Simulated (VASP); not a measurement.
# SnSe2 (P-3m1) in VASP: further runs

Aim: see how the results for SnSe2 move with the level of theory and the settings. Levels: PBE+D4, PBE. Tasks: relaxation of cell and atoms, single point.

All numbers are computed with VASP 6.6.1; they aren't measurements. Logs are shortened: lines on timing, memory, paths and dates and some standing lists are left out, and cuts for length are marked.

## Step 1: The cell of the first run

Symmetry: P-3m1, No. 164, trigonal system. Conventional cell: a = 3.839 Å, b = 3.839 Å, c = 6.004 Å, α = 90.00°, β = 90.00°, γ = 120.00°. Within 3.6 Å of Sn (site symmetry -3m) lie 6 Se at 2.73 Å. Se (site symmetry 3m) has 3 Sn at 2.73 Å and 3 Se at 3.58 Å within 3.6 Å.

## Step 2: Relaxation of cell and atoms, PBE+D4

INCAR reads:

```
SYSTEM = SnSe2
PREC = Accurate
ENCUT = 600
EDIFF = 1E-6
ISMEAR = -1
SIGMA = 0.02
LREAL = .FALSE.
LASPH = .TRUE.
NELM = 100
ALGO = Normal
ISIF = 3
LWAVE = .FALSE.
LCHARG = .FALSE.
GGA = PE
IVDW = 13
IBRION = 2
NSW = 80
EDIFFG = -0.005
```

KPOINTS reads:

```
Automatic mesh
0
G
  12 12 4
  0 0 0
```

POSCAR reads:

```
SnSe2
1.0
    3.8388265544      0.0000000000      0.0000000000
   -1.9194132772      3.3245213168      0.0000000000
    0.0000000000      0.0000000000      6.0038066414
Sn Se
1 2
Direct
    0.0000000000      0.0000000000      0.0000000000
    0.3333333333      0.6666666667      0.2655428889
    0.6666666667      0.3333333333      0.7344571111
```

Potentials or basis: VASP PAW PBE potentials, release 64 (Sn_d, Se).

Launch:

```
$ cat potpaw_PBE.64/Sn_d/POTCAR potpaw_PBE.64/Se/POTCAR > POTCAR
$ mpirun -np 1 vasp_std > vasp.out
```

OUTCAR:

```text
SYSTEM = SnSe2
   PREC = Accurate
   ENCUT = 600
   EDIFF = 1E-6
   ISMEAR = -1
   LREAL = .FALSE.
   LASPH = .TRUE.
   NELM = 100
   ISIF = 3
   GGA = PE
   IVDW = 13
   IBRION = 2
   NSW = 80
   EDIFFG = -0.005

 ion  position               nearest neighbor table
   1  0.000  0.000  0.000-   2 2.73   3 2.73   2 2.73   3 2.73   3 2.73   2 2.73
   2  0.333  0.667  0.266-   1 2.73   1 2.73   1 2.73
   3  0.667  0.333  0.734-   1 2.73   1 2.73   1 2.73

  LATTYP: Found a hexagonal cell.
 ALAT       =     3.8388265544
 C/A-ratio  =     1.5639692381

  Lattice vectors:

 A1 = (   3.8388265544,   0.0000000000,   0.0000000000)
 A2 = (  -1.9194132772,   3.3245213168,   0.0000000000)
 A3 = (   0.0000000000,   0.0000000000,   6.0038066414)

Analysis of symmetry for initial positions (statically):
=====================================================================
 Subroutine PRICEL returns:
 Original cell was already a primitive cell.

 Routine SETGRP: Setting up the symmetry group for a
 hexagonal supercell.

 Subroutine GETGRP returns: Found 12 space group operations
 (whereof 12 operations were pure point group operations)
 out of a pool of 24 trial point group operations.

The static configuration has the point symmetry D_3d.

Analysis of symmetry for dynamics (positions and initial velocities):
=====================================================================
 Subroutine PRICEL returns:
 Original cell was already a primitive cell.

 Routine SETGRP: Setting up the symmetry group for a
 hexagonal supercell.

 Subroutine GETGRP returns: Found 12 space group operations
 (whereof 12 operations were pure point group operations)
 out of a pool of 24 trial point group operations.

The dynamic configuration has the point symmetry D_3d.

 Subroutine INISYM returns: Found 12 space group operations
 (whereof 12 operations are pure point group operations),
 and found     1 'primitive' translations

----------------------------------------------------------------------------------------

                                     Primitive cell

  volume of cell :      76.6221

  direct lattice vectors                    reciprocal lattice vectors
     3.838826554  0.000000000  0.000000000     0.260496270  0.150397592  0.000000000
    -1.919413277  3.324521317  0.000000000     0.000000000  0.300795184  0.000000000
     0.000000000  0.000000000  6.003806641     0.000000000  0.000000000  0.166560994

  length of vectors
     3.838826554  3.838826554  6.003806641     0.300795184  0.300795184  0.166560994

  position of ions in fractional coordinates (direct lattice)
     0.000000000  0.000000000  0.000000000
     0.333333333  0.666666667  0.265542889
     0.666666667  0.333333333  0.734457111

  ion indices of the primitive-cell ions
   primitive index   ion index
                 1           1
                 2           2
                 3           3

----------------------------------------------------------------------------------------

 KPOINTS: Automatic mesh

Automatic generation of k-mesh.
 Grid dimensions read from file:
 generate k-points for:   12   12    4

 Generating k-lattice:

  Cartesian coordinates                     Fractional coordinates (reciprocal lattice)
     0.021708023  0.012533133  0.000000000     0.083333333  0.000000000  0.000000000
     0.000000000  0.025066265  0.000000000     0.000000000  0.083333333  0.000000000
     0.000000000  0.000000000  0.041640248     0.000000000  0.000000000  0.250000000

  Length of vectors
     0.025066265  0.025066265  0.041640248

  Shift w.r.t. Gamma in fractional coordinates (k-lattice)
     0.000000000  0.000000000  0.000000000

 Subroutine IBZKPT returns following result:
 ===========================================

 Found     69 irreducible k-points:

 Following reciprocal coordinates:
            Coordinates               Weight
  0.000000  0.000000  0.000000      1.000000
  0.083333 -0.000000  0.000000      6.000000
  0.166667  0.000000  0.000000      6.000000
  0.250000 -0.000000  0.000000      6.000000
  0.333333  0.000000  0.000000      6.000000
  0.416667  0.000000  0.000000      6.000000
[... 16 lines left out ...]
  0.166667  0.000000  0.250000      6.000000
  0.000000  0.166667  0.250000      6.000000
 [... further k-points ...]
   k-points           NKPTS =     69   k-points in BZ     NKDIM =     69   number of bands    NBANDS=     17
   number of dos      NEDOS =    301   number of ions     NIONS =      3
   total plane-waves  NPLWV =  49152
   dimension x,y,z NGX =    32 NGY =   32 NGZ =   48
   dimension x,y,z NGXF=    64 NGYF=   64 NGZF=   96
   ions per type =               1   2
   NGX,Y,Z   is equivalent  to a cutoff of  13.86, 13.86, 13.29 a.u.
   NGXF,Y,Z  is equivalent  to a cutoff of  27.72, 27.72, 26.58 a.u.
 SYSTEM =  SnSe2
   PREC   = accura    normal or accurate (medium, high low for compatibility)
   ISTART =      0    job   : 0-new  1-cont  2-samecut
   ICHARG =      2    charge: 1-file 2-atom 10-const
   ISPIN  =      1    spin polarized calculation?
   LNONCOLLINEAR =      F non collinear calculations
   LSORBIT =      F    spin-orbit coupling
   LASPH  =      T    aspherical Exc in radial PAW
   ENCUT  =  600.0 eV  44.10 Ry    6.64 a.u.   7.67  7.67 11.99*2*pi/ulx,y,z
   NELM   =    100;   NELMIN=  2; NELMDL= -5     # of ELM steps
   EDIFF  = 0.1E-05   stopping-criterion for ELM
   LREAL  =      F    real-space projection
   EDIFFG = -.5E-02   stopping-criterion for IOM
   NSW    =     80    number of steps for IOM
   IBRION =      2    ionic relax: 0-MD 1-quasi-New 2-CG
   NFREE  =      1    steps in history (QN), initial steepest desc. (CG)
   ISIF   =      3    stress and relaxation
   ISYM   =      2    0-nonsym 1-usesym 2-fastsym
   POTIM  = 0.5000    time-step for ionic-motion
   TEBEG  =    0.0;   TEEND  =   0.0 temperature during run
   PSTRESS=    0.0 pullay stress
   NELECT =      26.0000    total number of electrons
   NUPDOWN=      -1.0000    fix difference up-down
   EMIN   =  10.00;   EMAX   =-10.00  energy-range for DOS
   EFERMI =   0.00;   METHOD = LEGACY
   ISMEAR =    -1;   SIGMA  =   0.02  broadening in eV -4-tet -1-fermi 0-gaus
   EFERMI_NEDOS =   21; number of points for ismear=-14 and -15
   IALGO  =     38    algorithm
   IMIX   =      4    mixing-type and parameters
     AMIX     =   0.40;   BMIX     =  1.00
     AMIX_MAG =   1.60;   BMIX_MAG =  1.00
  volume/ion in A,a.u.               =      25.54       172.36
  Fermi-wavevector in a.u.,A,eV,Ry     =   1.141864  2.157811 17.740013  1.303854
  Thomas-Fermi vector in A             =   2.278564
   LORBIT       =      0    0 simple, 1 ext, 2 COOP (PROOUT), +10 PAW based schemes
   GGA     = PE    functional components
   LHFCALC =     F    Hartree Fock is set to
   AEXX    =    0.0000 exact exchange contribution
   IVDW    =    13    specifies the selected vdW correction
   LEPSILON=     F    determine dielectric tensor
   LRPA    =     F    only Hartree local field effects (RPA)
 conjugate gradient relaxation of ions
 non-spin polarized calculation
  energy-cutoff  :      600.00
  volume of cell :       76.62
 maximum number of plane-waves:      2592
 NGX is ok and might be reduce to    32
   NGX = 15   NGY = 15   NGZ = 23

--------------------------------------- Ionic step        1  -------------------------------------------

 number of electron      26.0000004 magnetization

 Free energy of the ion-electron system (eV)
  ---------------------------------------------------
  ext. energy  EPLUGINS =         0.00000000
  ---------------------------------------------------
  free energy    TOTEN  =       -11.80565397 eV

  energy without entropy =      -11.80565388  energy(sigma->0) =      -11.80565393

------------------------ aborting loop because EDIFF is reached ----------------------------------------

  DFT-D4 for vdW energy calculation

  Edisp (eV):   -1.19951

  FORCE on cell =-STRESS in cart. coord.  units (eV):
  Direction    XX          YY          ZZ          XY          YZ          ZX
  --------------------------------------------------------------------------------------
  -------------------------------------------------------------------------------------
  Total       0.01044     0.01044     0.02327    -0.00000    -0.00000    -0.00000
  in kB       0.21825     0.21825     0.48657    -0.00000    -0.00000    -0.00000
  external pressure =        0.31 kB  Pullay stress =        0.00 kB

 VOLUME and BASIS-vectors are now :
 -----------------------------------------------------------------------------
  energy-cutoff  :      600.00
  volume of cell :       76.62
      direct lattice vectors                 reciprocal lattice vectors
     3.838826554  0.000000000  0.000000000     0.260496270  0.150397592  0.000000000
    -1.919413277  3.324521317  0.000000000     0.000000000  0.300795184  0.000000000
     0.000000000  0.000000000  6.003806641     0.000000000  0.000000000  0.166560994
[... 83 lines left out ...]
 POSITION                                       TOTAL-FORCE (eV/Angst)
 -----------------------------------------------------------------------------------
     -1.91965      3.32493      6.00547        -0.000000     -0.000000      0.000000
     -0.00000      2.21662      1.59525         0.000000     -0.000000      0.005501
      1.91965      1.10831      4.41022         0.000000      0.000000     -0.005501
 -----------------------------------------------------------------------------------
    total drift:                                0.000000      0.000000      0.000000

  FREE ENERGIE OF THE ION-ELECTRON SYSTEM (eV)
  ---------------------------------------------------
  free  energy   TOTEN  =       -13.0051759431 eV

  energy  without entropy=      -13.0051758485  energy(sigma->0) =      -13.00517590

--------------------------------------- Ionic step        4  -------------------------------------------

 number of electron      26.0000005 magnetization

 Free energy of the ion-electron system (eV)
  ---------------------------------------------------
  ext. energy  EPLUGINS =         0.00000000
  ---------------------------------------------------
  free energy    TOTEN  =       -11.80628944 eV

  energy without entropy =      -11.80628935  energy(sigma->0) =      -11.80628940

 E-fermi :   4.6961     XC(G=0):  -9.5693

 val. band max:        4.4608612560   @ k =   0.0833   0.0833   0.0000
 cond. band min:       4.9301619127   @ k =   0.0000   0.4167   0.2500
 fundamental gap:      0.4693006567
 Fermi energy:         4.6960608185

 k-point     1 :       0.0000    0.0000    0.0000
  band No.  band energies     occupation
      1     -16.9643      2.00000
      2     -16.9643      2.00000
      3     -16.9302      2.00000
      4     -16.9190      2.00000
      5     -16.9190      2.00000
      6      -9.5042      2.00000
[... 9 lines left out ...]
     16       8.9186      0.00000
     17       8.9186      0.00000
[... 441 lines left out ...]
 k-point    24 :       0.0000    0.1667    0.2500
  band No.  band energies     occupation
      1     -16.9746      2.00000
      2     -16.9556      2.00000
      3     -16.9266      2.00000
      4     -16.9216      2.00000
      5     -16.9178      2.00000
      6      -9.1238      2.00000
[... 9 lines left out ...]
     16       9.3797      0.00000
     17       9.4867      0.00000

 [... further k-points ...]

------------------------ aborting loop because EDIFF is reached ----------------------------------------

  DFT-D4 for vdW energy calculation

  Edisp (eV):   -1.19889

  FORCE on cell =-STRESS in cart. coord.  units (eV):
  Direction    XX          YY          ZZ          XY          YZ          ZX
  --------------------------------------------------------------------------------------
  -------------------------------------------------------------------------------------
  Total      -0.00942    -0.00942    -0.01056    -0.00000     0.00000     0.00000
  in kB      -0.19687    -0.19687    -0.22065    -0.00000     0.00000     0.00000
  external pressure =       -0.20 kB  Pullay stress =        0.00 kB

 VOLUME and BASIS-vectors are now :
 -----------------------------------------------------------------------------
  energy-cutoff  :      600.00
  volume of cell :       76.66
      direct lattice vectors                 reciprocal lattice vectors
     3.839320439 -0.000000000 -0.000000000     0.260462761  0.150378245  0.000000000
    -1.919660219  3.324949033  0.000000000     0.000000000  0.300756490  0.000000000
     0.000000000 -0.000000000  6.005528730     0.000000000 -0.000000000  0.166513232

 POSITION                                       TOTAL-FORCE (eV/Angst)
 -----------------------------------------------------------------------------------
      0.00000     -0.00000     -0.00000         0.000000     -0.000000     -0.000000
     -0.00000      2.21663      1.59529         0.000000     -0.000000      0.004202
      1.91966      1.10832      4.41024        -0.000000      0.000000     -0.004202
 -----------------------------------------------------------------------------------
    total drift:                                0.000000      0.000000      0.000000

  FREE ENERGIE OF THE ION-ELECTRON SYSTEM (eV)
  ---------------------------------------------------
  free  energy   TOTEN  =       -13.0051761436 eV

  energy  without entropy=      -13.0051760489  energy(sigma->0) =      -13.00517610

 reached required accuracy - stopping structural energy minimisation
```

Wall time 1.7 min (1 thread of Intel Xeon Platinum 8559C (Emerald Rapids), shared host); peak memory 0.29 GiB.

Results:

| Property | Result |
| --- | --- |
| Free energy | -13.0052 eV |
| Relaxed volume | 25.55 Å³/atom |
| Relaxed cell | a = 3.839 Å, b = 3.839 Å, c = 6.006 Å, α = 90.00°, β = 90.00°, γ = 120.00° |
| Space group after relaxing (to 0.05 Å) | P-3m1 (No. 164) |
| Energy gained by relaxing | 0.0 meV/atom |
| Ionic steps | 4 |
| Pressure after relaxing | 0.0 GPa |
| Largest force after relaxing | 0.004 eV/Å |
| Band gap on the k mesh | 0.47 eV, indirect (least direct gap 0.81 eV) |
| Dispersion energy per atom | -0.400 eV |

Forces in eV/Å, atoms in the order of the input:
```
Sn   0.000  0.000  0.000
Se   0.000  0.000  0.004
Se   0.000  0.000 -0.004
```

Final structure:
```yaml
crystal:
  lattice:
    - [3.83932, 0.00000, 0.00000]
    - [-1.91966, 3.32495, 0.00000]
    - [0.00000, 0.00000, 6.00553]
  atoms:
    - { symbol: Sn, position: [0.00000, 0.00000, 0.00000] }
    - { symbol: Se, position: [0.33333, 0.66667, 0.26564] }
    - { symbol: Se, position: [0.66667, 0.33333, 0.73436] }
```

Caveat: spin-orbit coupling is left out, which moves the levels of the heavy elements. A k mesh can miss the band edges.

[end of part 1 of 2]
